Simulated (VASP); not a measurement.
# SmGaTe3: single point with PBE

Crystal: SmGaTe3.

```
Sm Ga Te
1.0
     6.38656    0.00000    0.00000
    -3.19328    5.53092    0.00000
     0.00000    0.00000    6.20356
Sm Ga Te
1 1 3
Direct
  0.00000 0.00000 0.00000
  0.00000 0.00000 0.50000
  0.50000 0.00000 0.00000
  0.00000 0.50000 0.00000
  0.50000 0.50000 0.00000
```

The cell was built from a structure type or drawn by symmetry, and may not be a known phase.

| Item | Value |
| --- | --- |
| Program | VASP 6.6.1 |
| Task | single point |
| Functional | PBE |
| Potentials or basis | VASP PAW PBE potentials, release 64 (Sm_3, Ga_d, Te), 4f in core |
| Cutoff | 500 eV |
| k mesh | 6 × 6 × 4 |
| Occupations | gaussian, width 0.1 eV |
| Spin | no spin polarisation |
| Dipole correction | no |
| Mended | yes |
| Further INCAR settings | ALGO = Normal; EDIFF = 1e-06; NBANDS = 29 |

```yaml
Pressure: 0.3 GPa
Band_gap_on_the_k_mesh: zero (bands 21 and 22 overlap by 2.10 eV)
```

Stress tensor (GPa, compression positive):
```
0.39 0.00 0.00
0.00 0.39 0.00
0.00 0.00 0.10
```

Levels at points of the mesh, in eV from the Fermi level:
```csv
k point,band 19,band 20,band 21,band 22,band 23,band 24
"(0.00, 0.00, 0.00)",-0.64,1.12,1.13,1.13,1.45,1.55
"(0.50, 0.00, 0.00)",-1.84,-1.57,-1.03,0.76,1.06,1.46
"(0.00, 0.00, 0.50)",-0.77,-0.77,-0.02,-0.02,1.12,1.94
"(0.50, 0.00, 0.50)",-1.75,-1.56,-1.42,-0.97,1.13,1.40
```

Run time: 3 min on 1 thread of Intel(R) Xeon(R) Platinum 8259CL CPU @ 2.50GHz (Skylake/Cascade Lake), with other jobs on the host, peak memory 0.41 GiB.

Caveat: spin-orbit coupling is left out, which moves the levels of the heavy elements; the 4f electrons are frozen in the core, so they carry no moment and show no levels. Spin polarisation is off, so any magnetic state and its effect on volume and gap are missing.
